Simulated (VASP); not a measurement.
The system is Na2S.

```
CELL_PARAMETERS angstrom
0.00000 3.25543 3.25543
3.25543 0.00000 3.25543
3.25543 3.25543 0.00000
ATOMIC_POSITIONS crystal
S 0.00000 0.00000 0.00000
Na 0.25000 0.25000 0.25000
Na 0.75000 0.75000 0.75000
```

Base run:

```yaml
Program: VASP 6.6.1
Functional: PBEsol
Potentials_or_basis: VASP PAW PBE potentials, release 64 (S, Na_pv)
Cutoff: 500 eV
k_mesh: 6 × 6 × 6
Occupations: gaussian, width 0.01 eV
Spin: no spin polarisation
```

Its results: band gap on the k mesh 2.41 eV; pressure -0.1 GPa.

Problem. The run is repeated on the same cell with these changes: functional from PBEsol to PBE-based screened hybrid with 100 % exact exchange; cutoff from 500 eV to 400 eV; k mesh from 6 × 6 × 6 to 4 × 4 × 4. What comes out?

Solution. Band gap on the k mesh 8.12 eV; pressure -1.8 GPa.

Several settings changed at once.

Caveats: the structure was generated, so it needn't be the stable form of Na2S; the PAW data sets were made with another functional, which shifts forces and pressure a little.

